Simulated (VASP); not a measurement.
# Cu3TeAs3 (Pm-3m) in VASP: notebook, part 2 of 2

VASP 6.6.1. Earlier steps stand in the parts before.

**4. Single point, PBE**

This run uses another cell than the first one, of 20.94 Å³/atom.

Contents of INCAR:

```
PREC = Accurate
ENCUT = 520
EDIFF = 1E-6
ISMEAR = 0
SIGMA = 0.1
LREAL = F
LASPH = T
NELM = 100
ALGO = Normal
ISIF = 2
LWAVE = F
LCHARG = T
GGA = PE
LELF = T
LVHAR = T
NBANDS = 36
```

Contents of KPOINTS:

```
regular mesh
0
Gamma
  4 4 4
```

Contents of POSCAR:

```
Cu3TeAs3
1.0
    5.2727431400      0.0000000000      0.0000000000
    0.0000000000      5.2727431400      0.0000000000
    0.0000000000      0.0000000000      5.2727431400
Cu Te As
3 1 3
Direct
    0.5000000000      0.5000000000      0.0000000000
    0.0000000000      0.5000000000      0.5000000000
    0.5000000000      0.0000000000      0.5000000000
    0.5000000000      0.5000000000      0.5000000000
    0.5000000000      0.0000000000      0.0000000000
    0.0000000000      0.5000000000      0.0000000000
    0.0000000000      0.0000000000      0.5000000000
```

Potentials or basis: VASP PAW PBE potentials, release 64 (Cu, Te, As).

The run is started by

```bash
> cat potpaw_PBE.64/Cu/POTCAR potpaw_PBE.64/Te/POTCAR potpaw_PBE.64/As/POTCAR > POTCAR
> mpirun -np 1 vasp_std > vasp.out
```

OUTCAR:

```text
PREC = Accurate
   ENCUT = 520
   EDIFF = 1E-6
   ISMEAR = 0
   LREAL = F
   LASPH = T
   NELM = 100
   ISIF = 2
   GGA = PE

 ion  position               nearest neighbor table
   1  0.500  0.500  0.000-   4 2.64   5 2.64   6 2.64   4 2.64   5 2.64   6 2.64
   2  0.000  0.500  0.500-   4 2.64   6 2.64   7 2.64   6 2.64   7 2.64   4 2.64
   3  0.500  0.000  0.500-   4 2.64   5 2.64   7 2.64   5 2.64   4 2.64   7 2.64
   4  0.500  0.500  0.500-   1 2.64   2 2.64   3 2.64   1 2.64   3 2.64   2 2.64
   5  0.500  0.000  0.000-   1 2.64   3 2.64   3 2.64   1 2.64
   6  0.000  0.500  0.000-   1 2.64   2 2.64   2 2.64   1 2.64
   7  0.000  0.000  0.500-   2 2.64   3 2.64   2 2.64   3 2.64

  LATTYP: Found a simple cubic cell.
 ALAT       =     5.2727431400

  Lattice vectors:

 A1 = (   5.2727431400,   0.0000000000,   0.0000000000)
 A2 = (   0.0000000000,   5.2727431400,   0.0000000000)
 A3 = (   0.0000000000,   0.0000000000,   5.2727431400)

Analysis of symmetry for initial positions (statically):
=====================================================================
 Subroutine PRICEL returns:
 Original cell was already a primitive cell.

[... 170 lines left out ...]
 Fermi energy:         4.8852016985

 k-point     1 :       0.0000    0.0000    0.0000
  band No.  band energies     occupation
      1      -7.8406      2.00000
      2      -5.5624      2.00000
      3      -5.0413      2.00000
      4      -5.0413      2.00000
      5       0.2233      2.00000
      6       0.2233      2.00000
[... 379 lines left out ...]
     35       9.7720      0.00000
     36      10.1726      0.00000

------------------------ aborting loop because EDIFF is reached ----------------------------------------

  FORCE on cell =-STRESS in cart. coord.  units (eV):
  Direction    XX          YY          ZZ          XY          YZ          ZX
  --------------------------------------------------------------------------------------
  -------------------------------------------------------------------------------------
  Total       -4.4248130     -4.4248130     -4.4248130     -0.0000000     -0.0000000      0.0000000
  in kB      -48.3610433    -48.3610433    -48.3610433     -0.0000000     -0.0000000      0.0000000
  external PRESSURE =     -48.3610433 kB  Pullay stress =       0.0000000 kB

 VOLUME and BASIS-vectors are now :
 -----------------------------------------------------------------------------
  energy-cutoff  :      520.00
  volume of cell :      146.59
      direct lattice vectors                 reciprocal lattice vectors
     5.272743140  0.000000000  0.000000000     0.189654602  0.000000000  0.000000000
     0.000000000  5.272743140  0.000000000     0.000000000  0.189654602  0.000000000
     0.000000000  0.000000000  5.272743140     0.000000000  0.000000000  0.189654602

 POSITION                                       TOTAL-FORCE (eV/Angst)
 -----------------------------------------------------------------------------------
      2.63637      2.63637      0.00000         0.000000      0.000000      0.000000
      0.00000      2.63637      2.63637         0.000000      0.000000      0.000000
      2.63637      0.00000      2.63637         0.000000      0.000000      0.000000
      2.63637      2.63637      2.63637         0.000000      0.000000      0.000000
      2.63637      0.00000      0.00000         0.000000      0.000000      0.000000
      0.00000      2.63637      0.00000         0.000000      0.000000      0.000000
      0.00000      0.00000      2.63637         0.000000      0.000000      0.000000
 -----------------------------------------------------------------------------------
    total drift:                               -0.000000      0.000000     -0.000000

  FREE ENERGIE OF THE ION-ELECTRON SYSTEM (eV)
  ---------------------------------------------------
  free  energy   TOTEN  =       -25.6531813463 eV

  energy  without entropy=      -25.6159787236  energy(sigma->0) =      -25.63458003
```

OSZICAR:

```text
N       E                     dE             d eps       ncg     rms          rms(c)
DAV:   1     0.424580639797E+03    0.42458E+03   -0.22178E+04   720   0.168E+03
DAV:   2     0.150261047210E+02   -0.40955E+03   -0.39771E+03   720   0.361E+02
DAV:   3    -0.275289074734E+02   -0.42555E+02   -0.40451E+02   956   0.141E+02
DAV:   4    -0.298295388631E+02   -0.23006E+01   -0.22627E+01  1084   0.312E+01
[... 12 lines left out ...]
DAV:  17    -0.256531727692E+02    0.50932E-03   -0.91490E-04  1144   0.506E-01    0.111E-01
DAV:  18    -0.256531923328E+02   -0.19564E-04   -0.36508E-04  1124   0.203E-01    0.240E-02
DAV:  19    -0.256531864271E+02    0.59057E-05   -0.13680E-05  1056   0.322E-02    0.194E-02
DAV:  20    -0.256531810090E+02    0.54180E-05   -0.62003E-06   848   0.365E-02    0.136E-02
DAV:  21    -0.256531813463E+02   -0.33730E-06   -0.36036E-06   532   0.872E-03
   1 F= -.25653181E+02 E0= -.25634580E+02  d E =-.372026E-01
```

Run time: 49 s. Hardware: 1 thread of AMD EPYC 9R45 (Zen 5), shared host; peak memory 0.23 GiB.

Results:

```yaml
Free_energy: -25.6532 eV
Pressure: -4.8 GPa
Band_gap_on_the_k_mesh: zero (bands 27 and 28 overlap by 2.88 eV)
```

Caveat: the cell stands under tension; spin-orbit coupling is left out, which moves the levels of the heavy elements.

**5. Summary**

| task | cell | cutoff (eV) | gap on the mesh (eV) | pressure (GPa) |
| --- | --- | --- | --- | --- |
| single point | a = 5.146 Å, 7 atoms | 520 | none | 0.0 |
| relaxation of cell and atoms | relaxed from a = 5.273 Å, 7 atoms | 600 | none | -0.1 |
| single point | a = 5.273 Å, 7 atoms | 520 | none | -4.8 |

Alike in all rows: level PBE; potentials or basis VASP PAW PBE potentials, release 64 (Cu, Te, As); no spin polarisation; k mesh 4 × 4 × 4; smearing gaussian 0.1 eV.

Caveats: spin-orbit coupling is left out, which moves the levels of the heavy elements; the cell stands under tension (at least some runs).

Absolute energies hang on the potentials; compare differences alone.
